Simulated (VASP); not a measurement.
# MgO (Pm-3m) in VASP: a series of runs

MgO is run at these levels: r2SCAN, HSE06, PBE-based screened hybrid with 30 % exact exchange, PBE-based screened hybrid with 15 % exact exchange; tasks: single point.

All numbers are computed with VASP 6.6.1; they aren't measurements. Logs are shortened: lines on timing, memory, paths and dates and some standing lists are left out, and cuts for length are marked.

## Step 1: The cell of the first run

It takes space group Pm-3m (No. 221, cubic). Conventional cell: a = 2.623 Å, b = 2.623 Å, c = 2.623 Å, α = 90.00°, β = 90.00°, γ = 90.00°. Within 3.0 Å of Mg (site symmetry m-3m) lie 8 O at 2.27 Å and 6 Mg at 2.62 Å. O (site symmetry m-3m) has 8 Mg at 2.27 Å and 6 O at 2.62 Å within 3.0 Å.

## Step 2: Single point, r2SCAN

The input, POSCAR:

```
MgO
1.0
    2.6233491278      0.0000000000      0.0000000000
    0.0000000000      2.6233491278      0.0000000000
    0.0000000000      0.0000000000      2.6233491278
Mg O
1 1
Direct
    0.0000000000      0.0000000000      0.0000000000
    0.5000000000      0.5000000000      0.5000000000
```

The input, INCAR.step1:

```
PREC     = Accurate       # precision mode
ENCUT    = 520            # plane-wave cutoff, eV
ISMEAR   = 0              # smearing method
SIGMA    = 0.01           # smearing width, eV
LREAL    = F              # projectors in reciprocal space
LASPH    = T              # aspherical terms in the spheres
NELM     = 100            # most SCF steps
NBANDS   = 11             # bands
GGA      = PE             # functional
ALGO     = Normal         # electronic algorithm
EDIFF    = 1E-4           # SCF threshold, eV
LWAVE    = T              # write WAVECAR
LCHARG   = F              # write CHGCAR
```

The input, INCAR.step2:

```
PREC     = Accurate       # precision mode
ENCUT    = 520            # plane-wave cutoff, eV
EDIFF    = 1E-6           # SCF threshold, eV
ISMEAR   = 0              # smearing method
SIGMA    = 0.01           # smearing width, eV
LREAL    = F              # projectors in reciprocal space
LASPH    = T              # aspherical terms in the spheres
NELM     = 100            # most SCF steps
ALGO     = Normal         # electronic algorithm
ISIF     = 2              # what is computed and relaxed
LWAVE    = F              # write WAVECAR
LCHARG   = F              # write CHGCAR
METAGGA  = R2SCAN         # meta-GGA
LMIXTAU  = T            
NBANDS   = 11             # bands
ISTART   = 1
```

The input, KPOINTS:

```
Automatic mesh
0
Gamma
  6 6 6
```

Potentials or basis: VASP PAW PBE potentials, release 64 (Mg, O).

The run is started by

```
$ cat potpaw_PBE.64/Mg/POTCAR potpaw_PBE.64/O/POTCAR > POTCAR
$ cp INCAR.step1 INCAR
$ mpirun -np 1 vasp_std > vasp.out
$ cp INCAR.step2 INCAR
$ mpirun -np 1 vasp_std > vasp.out
```

OUTCAR:

```text
PREC = Accurate
   ENCUT = 520
   EDIFF = 1E-6
   ISMEAR = 0
   LREAL = F
   LASPH = T
   NELM = 100
   ISIF = 2
   METAGGA = R2SCAN
   ISTART = 1

 ion  position               nearest neighbor table
   1  0.000  0.000  0.000-   2 2.27   2 2.27   2 2.27   2 2.27   2 2.27   2 2.27   2 2.27   2 2.27

   2  0.500  0.500  0.500-   1 2.27   1 2.27   1 2.27   1 2.27   1 2.27   1 2.27   1 2.27   1 2.27

  LATTYP: Found a simple cubic cell.
 ALAT       =     2.6233491278

  Lattice vectors:

 A1 = (   2.6233491278,   0.0000000000,   0.0000000000)
 A2 = (   0.0000000000,   2.6233491278,   0.0000000000)
 A3 = (   0.0000000000,   0.0000000000,   2.6233491278)

Analysis of symmetry for initial positions (statically):
=====================================================================
 Subroutine PRICEL returns:
 Original cell was already a primitive cell.

 Routine SETGRP: Setting up the symmetry group for a
 simple cubic supercell.

 Subroutine GETGRP returns: Found 48 space group operations
 (whereof 48 operations were pure point group operations)
 out of a pool of 48 trial point group operations.

The static configuration has the point symmetry O_h .

Analysis of symmetry for dynamics (positions and initial velocities):
=====================================================================
 Subroutine PRICEL returns:
 Original cell was already a primitive cell.

 Routine SETGRP: Setting up the symmetry group for a
 simple cubic supercell.

 Subroutine GETGRP returns: Found 48 space group operations
 (whereof 48 operations were pure point group operations)
 out of a pool of 48 trial point group operations.

The dynamic configuration has the point symmetry O_h .

 Subroutine INISYM returns: Found 48 space group operations
 (whereof 48 operations are pure point group operations),
 and found     1 'primitive' translations

----------------------------------------------------------------------------------------

                                     Primitive cell

  volume of cell :      18.0538

  direct lattice vectors                    reciprocal lattice vectors
     2.623349128  0.000000000  0.000000000     0.381192114  0.000000000  0.000000000
     0.000000000  2.623349128  0.000000000     0.000000000  0.381192114  0.000000000
     0.000000000  0.000000000  2.623349128     0.000000000  0.000000000  0.381192114

  length of vectors
     2.623349128  2.623349128  2.623349128     0.381192114  0.381192114  0.381192114

  position of ions in fractional coordinates (direct lattice)
     0.000000000  0.000000000  0.000000000
     0.500000000  0.500000000  0.500000000

  ion indices of the primitive-cell ions
   primitive index   ion index
                 1           1
                 2           2

----------------------------------------------------------------------------------------

 KPOINTS: Automatic mesh

Automatic generation of k-mesh.
 Grid dimensions read from file:
 generate k-points for:    6    6    6

 Generating k-lattice:

  Cartesian coordinates                     Fractional coordinates (reciprocal lattice)
     0.063532019  0.000000000  0.000000000     0.166666667  0.000000000  0.000000000
     0.000000000  0.063532019  0.000000000     0.000000000  0.166666667  0.000000000
     0.000000000  0.000000000  0.063532019     0.000000000  0.000000000  0.166666667

  Length of vectors
     0.063532019  0.063532019  0.063532019

  Shift w.r.t. Gamma in fractional coordinates (k-lattice)
     0.000000000  0.000000000  0.000000000

 Subroutine IBZKPT returns following result:
 ===========================================

 Found     20 irreducible k-points:

 Following reciprocal coordinates:
            Coordinates               Weight
  0.000000  0.000000  0.000000      1.000000
  0.166667  0.000000  0.000000      6.000000
  0.333333  0.000000  0.000000      6.000000
  0.500000  0.000000  0.000000      3.000000
  0.166667  0.166667  0.000000     12.000000
  0.333333  0.166667  0.000000     24.000000
[... 12 lines left out ...]
  0.500000  0.500000  0.333333      6.000000
  0.500000  0.500000  0.500000      1.000000
   k-points           NKPTS =     20   k-points in BZ     NKDIM =     20   number of bands    NBANDS=     11
   number of dos      NEDOS =    301   number of ions     NIONS =      2
   total plane-waves  NPLWV =   8000
   dimension x,y,z NGX =    20 NGY =   20 NGZ =   20
   dimension x,y,z NGXF=    40 NGYF=   40 NGZF=   40
   ions per type =               1   1
   NGX,Y,Z   is equivalent  to a cutoff of  12.67, 12.67, 12.67 a.u.
   NGXF,Y,Z  is equivalent  to a cutoff of  25.35, 25.35, 25.35 a.u.
 SYSTEM =  unknown system
   PREC   = accura    normal or accurate (medium, high low for compatibility)
   ISTART =      1    job   : 0-new  1-cont  2-samecut
   ICHARG =      0    charge: 1-file 2-atom 10-const
   ISPIN  =      1    spin polarized calculation?
   LNONCOLLINEAR =      F non collinear calculations
   LSORBIT =      F    spin-orbit coupling
   LASPH  =      T    aspherical Exc in radial PAW
   ENCUT  =  520.0 eV  38.22 Ry    6.18 a.u.   4.88  4.88  4.88*2*pi/ulx,y,z
   NELM   =    100;   NELMIN=  2; NELMDL=  0     # of ELM steps
   EDIFF  = 0.1E-05   stopping-criterion for ELM
   LREAL  =      F    real-space projection
   EDIFFG = 0.1E-04   stopping-criterion for IOM
   NSW    =      0    number of steps for IOM
   IBRION =     -1    ionic relax: 0-MD 1-quasi-New 2-CG
   NFREE  =      0    steps in history (QN), initial steepest desc. (CG)
   ISIF   =      2    stress and relaxation
   ISYM   =      2    0-nonsym 1-usesym 2-fastsym
   POTIM  = 0.5000    time-step for ionic-motion
   TEBEG  =    0.0;   TEEND  =   0.0 temperature during run
   PSTRESS=    0.0 pullay stress
   NELECT =       8.0000    total number of electrons
   NUPDOWN=      -1.0000    fix difference up-down
   EMIN   =  10.00;   EMAX   =-10.00  energy-range for DOS
   EFERMI =   0.00;   METHOD = LEGACY
   ISMEAR =     0;   SIGMA  =   0.01  broadening in eV -4-tet -1-fermi 0-gaus
   EFERMI_NEDOS =   21; number of points for ismear=-14 and -15
   IALGO  =     38    algorithm
   IMIX   =      4    mixing-type and parameters
     AMIX     =   0.40;   BMIX     =  1.00
     AMIX_MAG =   1.60;   BMIX_MAG =  1.00
  volume/ion in A,a.u.               =       9.03        60.92
  Fermi-wavevector in a.u.,A,eV,Ry     =   1.248098  2.358563 21.194461  1.557749
  Thomas-Fermi vector in A             =   2.382200
   LORBIT       =      0    0 simple, 1 ext, 2 COOP (PROOUT), +10 PAW based schemes
   METAGGA = R2SCAN    functional components
   LHFCALC =     F    Hartree Fock is set to
   AEXX    =    0.0000 exact exchange contribution
   IVDW    =     0    specifies the selected vdW correction
   LEPSILON=     F    determine dielectric tensor
   LRPA    =     F    only Hartree local field effects (RPA)
 non-spin polarized calculation
 Gauss-broadening in eV      SIGMA  =   0.01
  energy-cutoff  :      520.00
  volume of cell :       18.05
 maximum number of plane-waves:       500
 NGX is ok and might be reduce to    20
   NGX =  9   NGY =  9   NGZ =  9

 number of electron       7.9999999 magnetization

 Free energy of the ion-electron system (eV)
  ---------------------------------------------------
  ext. energy  EPLUGINS =         0.00000000
  ---------------------------------------------------
  free energy    TOTEN  =       -14.52546588 eV

  energy without entropy =      -14.52546588  energy(sigma->0) =      -14.52546588

 E-fermi :   4.9544     XC(G=0): -11.8827

 val. band max:        4.8200177899   @ k =   0.5000   0.5000   0.0000
 cond. band min:       8.2691980845   @ k =   0.0000   0.0000   0.0000
 fundamental gap:      3.4491802947
 Fermi energy:         4.9543738816

 k-point     1 :       0.0000    0.0000    0.0000
  band No.  band energies     occupation
      1     -14.7631      2.00000
      2       3.7612      2.00000
      3       3.7612      2.00000
      4       3.7612      2.00000
      5       8.2692      0.00000
      6      16.2792      0.00000
      7      16.2792      0.00000
      8      26.7075      0.00000
      9      26.7075      0.00000
     10      26.7075      0.00000
     11      33.8520      0.00000

 k-point     2 :       0.1667    0.0000    0.0000
  band No.  band energies     occupation
      1     -14.4971      2.00000
      2       1.8902      2.00000
      3       3.8732      2.00000
      4       3.8732      2.00000
      5       9.5876      0.00000
      6      16.7717      0.00000
      7      16.8801      0.00000
      8      26.1251      0.00000
      9      26.1251      0.00000
     10      27.3123      0.00000
     11      31.9384      0.00000

 k-point     3 :       0.3333    0.0000    0.0000
  band No.  band energies     occupation
      1     -13.8944      2.00000
      2      -0.6909      2.00000
      3       4.1078      2.00000
      4       4.1078      2.00000
      5      11.5301      0.00000
      6      16.4426      0.00000
      7      18.6370      0.00000
      8      24.7719      0.00000
      9      24.7719      0.00000
     10      26.5813      0.00000
     11      30.4538      0.00000

 k-point     4 :       0.5000    0.0000    0.0000
  band No.  band energies     occupation
      1     -13.5452      2.00000
      2      -1.7880      2.00000
      3       4.2308      2.00000
      4       4.2308      2.00000
      5      12.8278      0.00000
      6      15.4535      0.00000
      7      20.6221      0.00000
      8      23.3638      0.00000
      9      24.0717      0.00000
     10      24.0717      0.00000
     11      30.0896      0.00000

 k-point     5 :       0.1667    0.1667    0.0000
  band No.  band energies     occupation
      1     -14.2439      2.00000
      2       1.7724      2.00000
      3       2.5276      2.00000
      4       3.9917      2.00000
      5      10.7190      0.00000
      6      16.9584      0.00000
      7      17.2911      0.00000
      8      24.8834      0.00000
      9      25.9196      0.00000
     10      28.4525      0.00000
     11      29.0579      0.00000
[... 155 lines left out ...]
 k-point    17 :       0.3333    0.3333    0.3333
  band No.  band energies     occupation
      1     -12.5272      2.00000
      2       0.9264      2.00000
      3       1.4233      2.00000
      4       1.4233      2.00000
      5      13.5177      0.00000
      6      15.1113      0.00000
      7      15.1113      0.00000
      8      22.4054      0.00000
      9      24.8242      0.00000
     10      24.8242      0.00000
     11      27.5467      0.00000

 k-point    18 :       0.5000    0.3333    0.3333
  band No.  band energies     occupation
      1     -12.2745      2.00000
      2       0.3565      2.00000
      3       1.4693      2.00000
      4       1.7076      2.00000
      5      13.1233      0.00000
      6      14.1579      0.00000
      7      15.1141      0.00000
      8      23.3235      0.00000
      9      24.5698      0.00000
     10      24.6999      0.00000
     11      26.4394      0.00000

 k-point    19 :       0.5000    0.5000    0.3333
  band No.  band energies     occupation
      1     -12.0325      2.00000
      2       0.7282      2.00000
      3       0.7282      2.00000
      4       1.8680      2.00000
      5      12.4334      0.00000
      6      14.3103      0.00000
      7      14.3103      0.00000
      8      23.7675      0.00000
      9      24.3421      0.00000
     10      25.2234      0.00000
     11      25.2234      0.00000

 k-point    20 :       0.5000    0.5000    0.5000
  band No.  band energies     occupation
      1     -11.7919      2.00000
      2       1.0311      2.00000
      3       1.0311      2.00000
      4       1.0311      2.00000
      5      13.2283      0.00000
      6      13.2283      0.00000
      7      13.2283      0.00000
      8      22.7410      0.00000
      9      25.2247      0.00000
     10      25.2247      0.00000
     11      25.2247      0.00000

------------------------ aborting loop because EDIFF is reached ----------------------------------------

  FORCE on cell =-STRESS in cart. coord.  units (eV):
  Direction    XX          YY          ZZ          XY          YZ          ZX
  --------------------------------------------------------------------------------------
  -------------------------------------------------------------------------------------
  Total       -0.1353203     -0.1353203     -0.1353203      0.0000000     -0.0000000      0.0000000
  in kB      -12.0089538    -12.0089538    -12.0089538      0.0000000     -0.0000000      0.0000000
  external PRESSURE =     -12.0089538 kB  Pullay stress =       0.0000000 kB

 VOLUME and BASIS-vectors are now :
 -----------------------------------------------------------------------------
  energy-cutoff  :      520.00
  volume of cell :       18.05
      direct lattice vectors                 reciprocal lattice vectors
     2.623349128  0.000000000  0.000000000     0.381192114  0.000000000  0.000000000
     0.000000000  2.623349128  0.000000000     0.000000000  0.381192114  0.000000000
     0.000000000  0.000000000  2.623349128     0.000000000  0.000000000  0.381192114

 POSITION                                       TOTAL-FORCE (eV/Angst)
 -----------------------------------------------------------------------------------
      0.00000      0.00000      0.00000         0.000000      0.000000      0.000000
      1.31167      1.31167      1.31167         0.000000      0.000000      0.000000
 -----------------------------------------------------------------------------------
    total drift:                                0.000000      0.000000      0.000000

  FREE ENERGIE OF THE ION-ELECTRON SYSTEM (eV)
  ---------------------------------------------------
  free  energy   TOTEN  =       -14.5254658760 eV

  energy  without entropy=      -14.5254658760  energy(sigma->0) =      -14.52546588
```

Run time: 15 s. Hardware: 1 thread of Intel Xeon Platinum 8375C at 2.90GHz (Ice Lake), shared host; peak memory 0.12 GiB.

What came out:

```
Free energy            : -14.5255 eV
Pressure               : -1.2 GPa
Band gap on the k mesh : 3.45 eV (least direct gap 4.51 eV)
```

Caveat: the structure was generated, so it needn't be the stable form of MgO; the PAW data sets were made with another functional, which shifts forces and pressure a little. A k mesh can miss the band edges.

## Step 3: Single point, r2SCAN

POSCAR is that of step 2.

The input, INCAR.step1:

```
SYSTEM = MgO
ALGO = Normal
EDIFF = 1E-4
ENCUT = 520
GGA = PE
ISMEAR = 1
LASPH = .TRUE.
LCHARG = .FALSE.
LREAL = .FALSE.
LWAVE = .TRUE.
NBANDS = 11
NELM = 100
PREC = Accurate
SIGMA = 0.2
```

The input, INCAR.step2:

```
SYSTEM = MgO
ALGO = Normal
EDIFF = 1E-6
ENCUT = 520
ISIF = 2
ISMEAR = 1
ISTART = 1
LASPH = .TRUE.
LCHARG = .FALSE.
LMIXTAU = .TRUE.
LREAL = .FALSE.
LWAVE = .FALSE.
METAGGA = R2SCAN
NBANDS = 11
NELM = 100
PREC = Accurate
SIGMA = 0.2
```

The input, KPOINTS:

```
k-points
0
G
  6 6 6
  0 0 0
```

Potentials or basis: VASP PAW PBE potentials, release 64 (Mg, O).

The run is started by

```
$ cat potpaw_PBE.64/Mg/POTCAR potpaw_PBE.64/O/POTCAR > POTCAR
$ cp INCAR.step1 INCAR
$ mpirun -np 1 vasp_std > vasp.out
$ cp INCAR.step2 INCAR
$ mpirun -np 1 vasp_std > vasp.out
```

Run time: 17 s. Hardware: 1 thread of Intel Xeon Platinum 8375C at 2.90GHz (Ice Lake), shared host; peak memory 0.12 GiB.

Results (log left out):

```yaml
Free_energy: -14.5250 eV
Pressure: -1.2 GPa
Band_gap_on_the_k_mesh: 3.45 eV (least direct gap 4.51 eV)
```

Levels at points of the mesh, in eV from the valence-band top:
```
           k point  band 2  band 3  band 4  band 5  band 6  band 7
(0.00, 0.00, 0.00)   -1.06   -1.06   -1.06    3.45   11.46   11.46
(0.50, 0.00, 0.00)   -6.61   -0.59   -0.59    8.01   10.63   15.80
(0.50, 0.50, 0.00)   -4.85   -4.85    0.00    5.88   13.46   13.46
(0.50, 0.50, 0.50)   -3.79   -3.79   -3.79    8.41    8.41    8.41
```

Caveat: the structure was generated, so it needn't be the stable form of MgO; the PAW data sets were made with another functional, which shifts forces and pressure a little.

## Step 4: Single point, HSE06

POSCAR is that of step 3.

The input, INCAR.step1:

```
PREC     = Accurate       # precision mode
ENCUT    = 520            # plane-wave cutoff, eV
EDIFF    = 1E-5           # SCF threshold, eV
ISMEAR   = 0              # smearing method
SIGMA    = 0.01           # smearing width, eV
LREAL    = False          # projectors in reciprocal space
LASPH    = True           # aspherical terms in the spheres
NELM     = 80             # most SCF steps
ALGO     = Normal         # electronic algorithm
ISIF     = 2              # what is computed and relaxed
LWAVE    = True           # write WAVECAR
LCHARG   = False          # write CHGCAR
NBANDS   = 11             # bands
GGA      = PE             # functional
```

The input, INCAR.step2:

```
PREC     = Accurate       # precision mode
ENCUT    = 520            # plane-wave cutoff, eV
EDIFF    = 1E-7           # SCF threshold, eV
ISMEAR   = 0              # smearing method
SIGMA    = 0.01           # smearing width, eV
LREAL    = False          # projectors in reciprocal space
LASPH    = True           # aspherical terms in the spheres
NELM     = 80             # most SCF steps
ALGO     = Normal         # electronic algorithm
ISIF     = 2              # what is computed and relaxed
LWAVE    = False          # write WAVECAR
LCHARG   = False          # write CHGCAR
GGA      = PE             # functional
LHFCALC  = True           # exact exchange
HFSCREEN = 0.2079         # screening, 1/A
PRECFOCK = Normal       
NBANDS   = 11             # bands
ISTART   = 1
```

The input, KPOINTS:

```
regular mesh
0
Gamma
  4 4 4
```

The run is started by

```
$ cat potpaw_PBE.64/Mg/POTCAR potpaw_PBE.64/O/POTCAR > POTCAR
$ cp INCAR.step1 INCAR
$ mpirun -np 1 vasp_std > vasp.out
$ cp INCAR.step2 INCAR
$ mpirun -np 1 vasp_std > vasp.out
```

It took 70 s on 1 thread of Intel Xeon Platinum 8375C at 2.90GHz (Ice Lake), shared host; peak memory 0.23 GiB.

Results (log left out):

* Free energy: -12.5745 eV
* Pressure: -1.2 GPa
* Band gap on the k mesh: 4.15 eV (least direct gap 5.26 eV)

Levels at points of the mesh, in eV from the valence-band top:
```
           k point  band 2  band 3  band 4  band 5  band 6  band 7
(0.00, 0.00, 0.00)   -1.11   -1.11   -1.11    4.15   12.16   12.16
(0.50, 0.00, 0.00)   -7.02   -0.62   -0.62    8.81   11.61   16.47
(0.50, 0.50, 0.00)   -5.13   -5.13    0.00    6.54   14.42   14.42
(0.50, 0.50, 0.50)   -3.97   -3.97   -3.97    9.16    9.16    9.16
```

Caveat: the k points lie up to 0.60 Å⁻¹ apart; the structure was generated, so it needn't be the stable form of MgO; the PAW data sets were made with another functional, which shifts forces and pressure a little. A k mesh can miss the band edges.

(Part 1 of 2 ends here.)
